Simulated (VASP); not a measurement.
# MgO (Fm-3m) in VASP: further runs

MgO is run at these levels: PBE; tasks: single point.

Everything below comes from runs of VASP 6.6.1. Logs are shortened: lines on timing, memory, paths and dates and some standing lists are left out, and cuts for length are marked.

## 1. The cell of the first run

The structure is cubic, space group Fm-3m (No. 225). Conventional cell: a = 4.254 Å, b = 4.254 Å, c = 4.254 Å, α = 90.00°, β = 90.00°, γ = 90.00°. Mg (site symmetry m-3m) has 6 O at 2.13 Å within 2.8 Å. O (site symmetry m-3m) has 6 Mg at 2.13 Å within 2.8 Å.

## 2. Single point, PBE

File INCAR:

```
SYSTEM = MgO
ALGO = Normal
EDIFF = 1E-6
ENCUT = 520
GGA = PE
ISIF = 2
ISMEAR = 0
LASPH = .True.
LCHARG = .False.
LREAL = .False.
LWAVE = .False.
NBANDS = 11
NELM = 60
PREC = Accurate
SIGMA = 0.02
```

File KPOINTS:

```
k-points
0
Gamma
  10 10 10
  0 0 0
```

File POSCAR:

```
MgO
1.0
    0.0000000000      2.1267948276      2.1267948276
    2.1267948276      0.0000000000      2.1267948276
    2.1267948276      2.1267948276      0.0000000000
Mg O
1 1
Direct
    0.0000000000      0.0000000000      0.0000000000
    0.5000000000      0.5000000000      0.5000000000
```

Potentials or basis: VASP PAW PBE potentials, release 64 (Mg, O).

The run is started by

```
> cat potpaw_PBE.64/Mg/POTCAR potpaw_PBE.64/O/POTCAR > POTCAR
> mpirun -np 1 vasp_std > vasp.out
```

OUTCAR:

```text
SYSTEM = MgO
   EDIFF = 1E-6
   ENCUT = 520
   GGA = PE
   ISIF = 2
   ISMEAR = 0
   LASPH = .True.
   LREAL = .False.
   NELM = 60
   PREC = Accurate

 ion  position               nearest neighbor table
   1  0.000  0.000  0.000-   2 2.13   2 2.13   2 2.13   2 2.13   2 2.13   2 2.13
   2  0.500  0.500  0.500-   1 2.13   1 2.13   1 2.13   1 2.13   1 2.13   1 2.13

  LATTYP: Found a face centered cubic cell.
 ALAT       =     4.2535896552

  Lattice vectors:

 A1 = (   0.0000000000,   2.1267948276,   2.1267948276)
 A2 = (   2.1267948276,   0.0000000000,   2.1267948276)
 A3 = (   2.1267948276,   2.1267948276,   0.0000000000)

Analysis of symmetry for initial positions (statically):
=====================================================================
 Subroutine PRICEL returns:
 Original cell was already a primitive cell.

 Routine SETGRP: Setting up the symmetry group for a
 face centered cubic supercell.

 Subroutine GETGRP returns: Found 48 space group operations
 (whereof 48 operations were pure point group operations)
 out of a pool of 48 trial point group operations.

The static configuration has the point symmetry O_h .

Analysis of symmetry for dynamics (positions and initial velocities):
=====================================================================
 Subroutine PRICEL returns:
 Original cell was already a primitive cell.

 Routine SETGRP: Setting up the symmetry group for a
 face centered cubic supercell.

 Subroutine GETGRP returns: Found 48 space group operations
 (whereof 48 operations were pure point group operations)
 out of a pool of 48 trial point group operations.

The dynamic configuration has the point symmetry O_h .

 Subroutine INISYM returns: Found 48 space group operations
 (whereof 48 operations are pure point group operations),
 and found     1 'primitive' translations

----------------------------------------------------------------------------------------

                                     Primitive cell

  volume of cell :      19.2401

  direct lattice vectors                    reciprocal lattice vectors
     0.000000000  2.126794828  2.126794828    -0.235095550  0.235095550  0.235095550
     2.126794828  0.000000000  2.126794828     0.235095550 -0.235095550  0.235095550
     2.126794828  2.126794828  0.000000000     0.235095550  0.235095550 -0.235095550

  length of vectors
     3.007742090  3.007742090  3.007742090     0.407197437  0.407197437  0.407197437

  position of ions in fractional coordinates (direct lattice)
     0.000000000  0.000000000  0.000000000
     0.500000000  0.500000000  0.500000000

  ion indices of the primitive-cell ions
   primitive index   ion index
                 1           1
                 2           2

----------------------------------------------------------------------------------------

 KPOINTS: k-points

Automatic generation of k-mesh.
 Grid dimensions read from file:
 generate k-points for:   10   10   10

 Generating k-lattice:

  Cartesian coordinates                     Fractional coordinates (reciprocal lattice)
    -0.023509555  0.023509555  0.023509555     0.100000000  0.000000000  0.000000000
     0.023509555 -0.023509555  0.023509555     0.000000000  0.100000000  0.000000000
     0.023509555  0.023509555 -0.023509555     0.000000000  0.000000000  0.100000000

  Length of vectors
     0.040719744  0.040719744  0.040719744

  Shift w.r.t. Gamma in fractional coordinates (k-lattice)
     0.000000000  0.000000000  0.000000000

 Subroutine IBZKPT returns following result:
 ===========================================

 Found     47 irreducible k-points:

 Following reciprocal coordinates:
            Coordinates               Weight
  0.000000  0.000000  0.000000      1.000000
  0.100000  0.000000  0.000000      8.000000
  0.200000  0.000000  0.000000      8.000000
  0.300000  0.000000  0.000000      8.000000
  0.400000  0.000000  0.000000      8.000000
  0.500000  0.000000  0.000000      4.000000
[... 16 lines left out ...]
  0.300000  0.300000  0.000000      6.000000
  0.400000  0.300000  0.000000     24.000000
 [... further k-points ...]
   k-points           NKPTS =     47   k-points in BZ     NKDIM =     47   number of bands    NBANDS=     11
   number of dos      NEDOS =    301   number of ions     NIONS =      2
   total plane-waves  NPLWV =  13824
   dimension x,y,z NGX =    24 NGY =   24 NGZ =   24
   dimension x,y,z NGXF=    48 NGYF=   48 NGZF=   48
   ions per type =               1   1
   NGX,Y,Z   is equivalent  to a cutoff of  13.27, 13.27, 13.27 a.u.
   NGXF,Y,Z  is equivalent  to a cutoff of  26.53, 26.53, 26.53 a.u.
 SYSTEM =  MgO
   PREC   = accura    normal or accurate (medium, high low for compatibility)
   ISTART =      0    job   : 0-new  1-cont  2-samecut
   ICHARG =      2    charge: 1-file 2-atom 10-const
   ISPIN  =      1    spin polarized calculation?
   LNONCOLLINEAR =      F non collinear calculations
   LSORBIT =      F    spin-orbit coupling
   LASPH  =      T    aspherical Exc in radial PAW
   ENCUT  =  520.0 eV  38.22 Ry    6.18 a.u.   5.59  5.59  5.59*2*pi/ulx,y,z
   NELM   =     60;   NELMIN=  2; NELMDL= -5     # of ELM steps
   EDIFF  = 0.1E-05   stopping-criterion for ELM
   LREAL  =      F    real-space projection
   EDIFFG = 0.1E-04   stopping-criterion for IOM
   NSW    =      0    number of steps for IOM
   IBRION =     -1    ionic relax: 0-MD 1-quasi-New 2-CG
   NFREE  =      0    steps in history (QN), initial steepest desc. (CG)
   ISIF   =      2    stress and relaxation
   ISYM   =      2    0-nonsym 1-usesym 2-fastsym
   POTIM  = 0.5000    time-step for ionic-motion
   TEBEG  =    0.0;   TEEND  =   0.0 temperature during run
   PSTRESS=    0.0 pullay stress
   NELECT =       8.0000    total number of electrons
   NUPDOWN=      -1.0000    fix difference up-down
   EMIN   =  10.00;   EMAX   =-10.00  energy-range for DOS
   EFERMI =   0.00;   METHOD = LEGACY
   ISMEAR =     0;   SIGMA  =   0.02  broadening in eV -4-tet -1-fermi 0-gaus
   EFERMI_NEDOS =   21; number of points for ismear=-14 and -15
   IALGO  =     38    algorithm
   IMIX   =      4    mixing-type and parameters
     AMIX     =   0.40;   BMIX     =  1.00
     AMIX_MAG =   1.60;   BMIX_MAG =  1.00
  volume/ion in A,a.u.               =       9.62        64.92
  Fermi-wavevector in a.u.,A,eV,Ry     =   1.221901  2.309057 20.314059  1.493041
  Thomas-Fermi vector in A             =   2.357067
   LORBIT       =      0    0 simple, 1 ext, 2 COOP (PROOUT), +10 PAW based schemes
   GGA     = PE    functional components
   LHFCALC =     F    Hartree Fock is set to
   AEXX    =    0.0000 exact exchange contribution
   IVDW    =     0    specifies the selected vdW correction
   LEPSILON=     F    determine dielectric tensor
   LRPA    =     F    only Hartree local field effects (RPA)
 non-spin polarized calculation
 Gauss-broadening in eV      SIGMA  =   0.02
  energy-cutoff  :      520.00
  volume of cell :       19.24
 maximum number of plane-waves:       534
 NGX is ok and might be reduce to    24
   NGX = 11   NGY = 11   NGZ = 11

 number of electron       8.0000004 magnetization

 Free energy of the ion-electron system (eV)
  ---------------------------------------------------
  ext. energy  EPLUGINS =         0.00000000
  ---------------------------------------------------
  free energy    TOTEN  =       -11.91169415 eV

  energy without entropy =      -11.91169415  energy(sigma->0) =      -11.91169415

 E-fermi :   3.1563     XC(G=0): -10.9401

 val. band max:        2.9696365788   @ k =   0.0000   0.0000   0.0000
 cond. band min:       7.4148596694   @ k =   0.0000   0.0000   0.0000
 fundamental gap:      4.4452230905
 Fermi energy:         3.1563120939

 k-point     1 :       0.0000    0.0000    0.0000
  band No.  band energies     occupation
      1     -14.1456      2.00000
      2       2.9696      2.00000
      3       2.9696      2.00000
      4       2.9696      2.00000
      5       7.4149      0.00000
      6      18.6022      0.00000
      7      18.6022      0.00000
      8      18.6022      0.00000
      9      22.4421      0.00000
     10      24.1825      0.00000
     11      24.1825      0.00000

 k-point     2 :       0.1000    0.0000    0.0000
  band No.  band energies     occupation
      1     -14.0453      2.00000
      2       2.3231      2.00000
      3       2.9055      2.00000
      4       2.9055      2.00000
      5       8.0470      0.00000
      6      17.3607      0.00000
      7      18.8309      0.00000
      8      18.8309      0.00000
      9      23.4107      0.00000
     10      23.4107      0.00000
     11      24.0417      0.00000

 k-point     3 :       0.2000    0.0000    0.0000
  band No.  band energies     occupation
      1     -13.7697      2.00000
      2       1.0314      2.00000
      3       2.7430      2.00000
      4       2.7430      2.00000
      5       9.2461      0.00000
      6      15.8401      0.00000
      7      19.2768      0.00000
      8      19.2768      0.00000
      9      22.7122      0.00000
     10      22.7122      0.00000
     11      24.7626      0.00000

 k-point     4 :       0.3000    0.0000    0.0000
  band No.  band energies     occupation
      1     -13.3993      2.00000
      2      -0.2481      2.00000
      3       2.5516      2.00000
      4       2.5516      2.00000
      5      10.2097      0.00000
      6      15.0983      0.00000
      7      19.3389      0.00000
      8      19.3389      0.00000
      9      23.1652      0.00000
     10      23.1652      0.00000
     11      24.1426      0.00000
[... 239 lines left out ...]
 k-point    22 :      -0.2000    0.2000    0.0000
  band No.  band energies     occupation
      1     -13.2890      2.00000
      2      -0.0571      2.00000
      3       1.6802      2.00000
      4       2.5503      2.00000
      5      11.1321      0.00000
      6      14.7142      0.00000
      7      17.7478      0.00000
      8      20.4085      0.00000
      9      21.2268      0.00000
     10      23.9873      0.00000
     11      27.2873      0.00000

 k-point    23 :       0.3000    0.3000    0.0000
  band No.  band energies     occupation
      1     -13.2066      2.00000
      2      -0.1043      2.00000
      3       2.0626      2.00000
      4       2.0626      2.00000
      5      11.5152      0.00000
      6      13.3407      0.00000
      7      17.0766      0.00000
      8      20.5498      0.00000
      9      20.5498      0.00000
     10      26.7837      0.00000
     11      29.7515      0.00000

 k-point    24 :       0.4000    0.3000    0.0000
  band No.  band energies     occupation
      1     -12.9737      2.00000
      2      -0.5105      2.00000
      3       1.7089      2.00000
      4       1.9202      2.00000
      5      12.2543      0.00000
      6      13.0537      0.00000
      7      16.2602      0.00000
      8      20.7631      0.00000
      9      20.9647      0.00000
     10      27.4955      0.00000
     11      29.3613      0.00000

 [... further k-points ...]
[... 5 lines left out ...]
  --------------------------------------------------------------------------------------
  -------------------------------------------------------------------------------------
  Total       -0.0872748     -0.0872748     -0.0872748      0.0000000     -0.0000000      0.0000000
  in kB       -7.2676278     -7.2676278     -7.2676278      0.0000000     -0.0000000      0.0000000
  external PRESSURE =      -7.2676278 kB  Pullay stress =       0.0000000 kB

 VOLUME and BASIS-vectors are now :
 -----------------------------------------------------------------------------
  energy-cutoff  :      520.00
  volume of cell :       19.24
      direct lattice vectors                 reciprocal lattice vectors
     0.000000000  2.126794828  2.126794828    -0.235095550  0.235095550  0.235095550
     2.126794828  0.000000000  2.126794828     0.235095550 -0.235095550  0.235095550
     2.126794828  2.126794828  0.000000000     0.235095550  0.235095550 -0.235095550

 POSITION                                       TOTAL-FORCE (eV/Angst)
 -----------------------------------------------------------------------------------
      0.00000      0.00000      0.00000        -0.000000     -0.000000      0.000000
      2.12679      2.12679      2.12679         0.000000      0.000000     -0.000000
 -----------------------------------------------------------------------------------
    total drift:                               -0.000000     -0.000000      0.000000

  FREE ENERGIE OF THE ION-ELECTRON SYSTEM (eV)
  ---------------------------------------------------
  free  energy   TOTEN  =       -11.9116941450 eV

  energy  without entropy=      -11.9116941450  energy(sigma->0) =      -11.91169415
```

Wall time 5.4 s (1 thread of Intel Xeon 6975P-C (Granite Rapids), shared host); peak memory 0.14 GiB.

Results:

- Free energy: -11.9117 eV
- Pressure: -0.7 GPa
- Band gap on the k mesh: 4.45 eV, direct

Levels at points of the mesh, in eV from the valence-band top:
| k point | band 1 | band 2 | band 3 | band 4 | band 5 | band 6 | band 7 | band 8 |
| --- | --- | --- | --- | --- | --- | --- | --- | --- |
| (0.00, 0.00, 0.00) | -17.12 | 0.00 | 0.00 | 0.00 | 4.45 | 15.63 | 15.63 | 15.63 |
| (0.50, 0.00, 0.00) | -15.90 | -4.49 | -0.62 | -0.62 | 7.71 | 12.27 | 16.01 | 16.01 |
| (0.50, 0.50, 0.00) | -15.66 | -3.96 | -1.31 | -1.31 | 9.08 | 9.65 | 12.79 | 18.53 |

A hybrid or GW would open this gap; PBE tends to underestimate it.

[end of part 1 of 2]
